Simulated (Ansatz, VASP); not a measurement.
This is a calculation of Pt for VASP 6.6.1.

Contents of INCAR:

```
SYSTEM = Pt
ALGO = Normal
EDIFF = 1E-7
ENCUT = 520
ISIF = 2
ISMEAR = -1
LASPH = .TRUE.
LCHARG = .FALSE.
LREAL = .FALSE.
LWAVE = .FALSE.
NBANDS = 17
NELM = 60
PREC = Accurate
SIGMA = 0.05
```

Contents of KPOINTS:

```
k-points
0
G
  11 11 6
  0 0 0
```

POSCAR

```
Pt
1.0
    2.7606656158      0.0000000000      0.0000000000
   -1.3803328079      2.3908065546      0.0000000000
    0.0000000000      0.0000000000      4.7921340000
Pt
2
Direct
    0.3333333333      0.6666666667      0.2500000000
    0.6666666667      0.3333333333      0.7500000000
```

Potentials or basis: VASP PAW LDA potentials, release 64 (Pt).

The run is started by

```sh
$ cat potpaw_LDA.64/Pt/POTCAR > POTCAR
$ mpirun -np 1 vasp_std > vasp.out
```

Question: Set up the same calculation for Ansatz 0.2.0. Potentials there: all-electron LAPW, scalar-relativistic.

Answer: As run (the cutoff follows the program's own potentials):

input.yaml

```yaml
crystal:
  lattice:
    - [2.7606656158, 0.0, 0.0]
    - [-1.3803328079, 2.3908065546, 0.0]
    - [0.0, 0.0, 4.792134]
  atoms:
    - { symbol: Pt, position: [0.3333333333, 0.6666666667, 0.25] }
    - { symbol: Pt, position: [0.6666666667, 0.3333333333, 0.75] }
kpoints:
  mp_grid: { grid: [11, 11, 6] }
scf:
  occupations: { method: fermi_dirac, width: 0.05 }
hamiltonian:
  xc: lda
  pseudopotentials: { kind: all_electron, lapw: { basis_error: 0.001 } }
output:
  forces: true
  stress: true
  eigenvalues: true
```

Potentials or basis: all-electron LAPW, scalar-relativistic.

Command:

```console
$ ansatz run input.yaml --threads 1 --pin off --max-ram 3072MiB --backend cpu --events-out ev --progress --plain --runs-dir out
```

Both were run:

|  | VASP | Ansatz | Ansatz less VASP |
| --- | --- | --- | --- |
| gap on the k mesh at the Fermi level (eV) | none | none | - |
| pressure (GPa) | -15.0 | -15.6 | -0.58 |
| traceless stress, the component that is largest in VASP (GPa) | -0.49 | -0.17 | +0.322 |

LDA's correlation is that of Perdew and Zunger in VASP and of Perdew and Wang (1992) in Ansatz. A gap of «none» marks a metal or a gap that the smearing closes. Ansatz ran all-electron here, and VASP with PAW potentials.

Spin-orbit coupling is off throughout.
